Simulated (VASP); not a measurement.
A run of VASP 6.6.1:

The input POSCAR:

```
BaS
1.0
    0.0000000000      3.2119099333      3.2119099333
    3.2119099333      0.0000000000      3.2119099333
    3.2119099333      3.2119099333      0.0000000000
Ba S
1 1
Direct
    0.0000000000      0.0000000000      0.0000000000
    0.5000000000      0.5000000000      0.5000000000
```

INCAR.step1

```
SYSTEM = BaS
PREC = Accurate ; ENCUT = 600
EDIFF = 1E-5 ; ISMEAR = -1
SIGMA = 0.02 ; LREAL = .False.
LASPH = .True. ; NELM = 60
ALGO = Normal ; LWAVE = .True.
LCHARG = .False. ; GGA = PE
NBANDS = 15
```

INCAR.step2

```
SYSTEM = BaS
PREC = Accurate ; ENCUT = 600
EDIFF = 1E-7 ; ISMEAR = -1
SIGMA = 0.02 ; LREAL = .False.
LASPH = .True. ; NELM = 60
ALGO = Normal ; ISIF = 3
LWAVE = .False. ; LCHARG = .False.
GGA = PE ; LHFCALC = .True.
HFSCREEN = 0.2079 ; PRECFOCK = Normal
IBRION = 2 ; NSW = 80
EDIFFG = -0.005 ; ISTART = 1
```

File KPOINTS:

```
regular mesh
0
Gamma
  4 4 4
  0 0 0
```

Potentials or basis: VASP PAW PBE potentials, release 64 (Ba_sv, S).

Run with:

```sh
$ cat potpaw_PBE.64/Ba_sv/POTCAR potpaw_PBE.64/S/POTCAR > POTCAR
$ cp INCAR.step1 INCAR
$ mpirun -np 1 vasp_std > vasp.out
$ cp INCAR.step2 INCAR
$ mpirun -np 1 vasp_std > vasp.out
```

Hardware: 1 thread of AMD EPYC 9R45 96-Core Processor (Zen 5), on a shared host.

Problem. Estimate the wall time of this run.

Solution. It took 15 min on 1 thread of AMD EPYC 9R45 96-Core Processor (Zen 5), with other jobs on the host, peak memory 0.31 GiB. Counts: k points 8, ion steps 3.
